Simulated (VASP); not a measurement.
Input of a VASP 6.6.1 run:

INCAR

```
SYSTEM = Ti
ALGO = Normal ; EDIFF = 1E-7
ENCUT = 520 ; GGA = PE
ISIF = 2 ; ISMEAR = 1
LASPH = .TRUE. ; LCHARG = .FALSE.
LREAL = .FALSE. ; LWAVE = .FALSE.
NBANDS = 19 ; NELM = 60
PREC = Accurate ; SIGMA = 0.1
```

Contents of KPOINTS:

```
k-points
0
G
  11 11 6
  0 0 0
```

File POSCAR:

```
Ti
1.0
    2.8598947332      0.0000000000      0.0000000000
   -1.4299473666      2.4767414911      0.0000000000
    0.0000000000      0.0000000000      4.5385779653
Ti
2
Direct
    0.3333333333      0.6666666667      0.2500000000
    0.6666666667      0.3333333333      0.7500000000
```

Potentials or basis: VASP PAW PBE potentials, release 64 (Ti_sv).

The run is started by

```console
$ cat potpaw_PBE.64/Ti_sv/POTCAR > POTCAR
$ mpirun -np 1 vasp_std > vasp.out
```

Question: Estimate the band gap on the k mesh.

Answer: Zero (bands 12 and 13 overlap by 1.01 eV).

Question: Estimate the pressure.

Answer: 9.6 GPa.

Stress tensor (GPa, compression positive):
```
9.65 0.00 0.00
0.00 9.65 0.00
0.00 0.00 9.40
```

Caveat: the cell stands under pressure.
